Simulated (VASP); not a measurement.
A run of VASP 6.6.1 is set up as follows.

INCAR

```
ALGO = Normal
EDIFF = 1E-6
ENCUT = 520
GGA = PE
ISIF = 2
ISMEAR = 0
LASPH = T
LCHARG = T
LELF = T
LREAL = F
LVHAR = T
LWAVE = F
NBANDS = 28
NELM = 60
PREC = Accurate
SIGMA = 0.05
```

KPOINTS

```
k-points
0
Gamma
  8 8 8
```

Contents of POSCAR:

```
SrTiO3
1.0
    3.9364035669      0.0000000000      0.0000000000
    0.0000000000      3.9364035669      0.0688870624
    0.0000000000      0.0688870624      3.9364035669
Sr Ti O
1 1 3
Direct
    0.0000000000      0.0000000000      0.0000000000
    0.5000000000      0.5000000000      0.5000000000
    0.0000000000      0.5000000000      0.5000000000
    0.5000000000      0.0000000000      0.5000000000
    0.5000000000      0.5000000000      0.0000000000
```

Potentials or basis: VASP PAW PBE potentials, release 64 (Sr_sv, Ti_sv, O).

Run with:

```bash
$ cat potpaw_PBE.64/Sr_sv/POTCAR potpaw_PBE.64/Ti_sv/POTCAR potpaw_PBE.64/O/POTCAR > POTCAR
$ mpirun -np 1 vasp_std > vasp.out
```

(1) Estimate the pressure.

(2) Predict the band gap on the k mesh.

## Answers

(1) 0.7 GPa.

(2) 1.73 eV (least direct gap 2.02 eV).

Caveat: the cell differs from its parent crystal (strain +0.0350 x Voigt [0, 0, 0, 1, 0, 0]).
